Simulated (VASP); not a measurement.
Wanted: the native input for a VASP 6.6.1 run.

```
Task                   : single point
Functional             : PBE
Potentials or basis    : VASP PAW PBE potentials, release 64 (Zr_sv, O)
Cutoff                 : 520 eV
k mesh                 : 2 × 2 × 2, shifted
Occupations            : gaussian, width 0.1 eV
Spin                   : no spin polarisation
Dipole correction      : no
Further INCAR settings : LREAL = Auto; ALGO = Normal; EDIFF = 1e-07; NBANDS = 107; ISYM = 0
```

The structure of Zr7O16 lies in POSCAR:

```
Zr7O16
1.0
    0.1979686292      5.2804229044      5.4531487450
    5.3878498193      0.2297294411      5.4213879332
    5.4332961654      5.2941084387      0.1842830950
Zr O
7 16
Direct
    0.0138971359      0.5071545023      0.4635729107
    1.0261671070      0.5008195953      0.9999202673
    1.0342085727      0.9994038688      1.0215347042
    0.5278620498      0.5113456242      0.5145314436
    0.4824645701      0.4952220713      0.9967983739
    0.5310022103     -0.0213843120      0.5102394044
    0.5169034750      0.0217701310      0.9878599209
    0.1578820845      0.1434051028      0.0653726678
    0.0363000515      0.2007665164      0.7091316169
    0.1248786635      0.6568865976      0.0989874596
    0.1748269355      0.5411888027      0.6042091083
    0.6990800033      0.1402442509      0.0226597258
    0.5613894002      0.1785177425      0.6149881061
    0.5381005829      0.5912622923      0.1838531063
    0.6624077138      0.5858651634      0.6518308318
    0.3500812605      0.2856922014      0.3313654609
    0.3757961265      0.3970115542      0.8729823862
    0.4615504117      0.8647953136      0.3428127927
    0.3875038548      0.8643189841      0.8476324919
    0.8676371976      0.4349909104      0.3372414531
    0.7399852905      0.4385355020      1.0751883651
    0.8636528883      0.8718495515      0.3695153839
    0.8208135226      0.8112561784      0.8829698887
```

One way to write it, as run:

INCAR

```
SYSTEM = Zr7O16
ALGO = Normal
EDIFF = 1E-7
ENCUT = 520
GGA = PE
ISIF = 2
ISMEAR = 0
ISYM = 0
LASPH = .TRUE.
LCHARG = .FALSE.
LREAL = Auto
LWAVE = .FALSE.
NBANDS = 107
NELM = 60
PREC = Accurate
SIGMA = 0.1
```

KPOINTS

```
Automatic mesh
0
Gamma
  2 2 2
  0.5 0.5 0.5
```

Potentials or basis: VASP PAW PBE potentials, release 64 (Zr_sv, O).

Launch:

```sh
$ cat potpaw_PBE.64/Zr_sv/POTCAR potpaw_PBE.64/O/POTCAR > POTCAR
$ mpirun -np 1 vasp_std > vasp.out
```

Results of the run:

```
Pressure               : 0.3 GPa
Largest force          : 0.250 eV/Å
Band gap on the k mesh : zero (bands 90 and 91 overlap by 0.10 eV)
```

Caveat: the k points lie up to 0.53 Å⁻¹ apart.

Run time: 4.5 min on 1 thread of Intel(R) Xeon(R) 6975P-C (Granite Rapids), with other jobs on the host, peak memory 0.46 GiB.
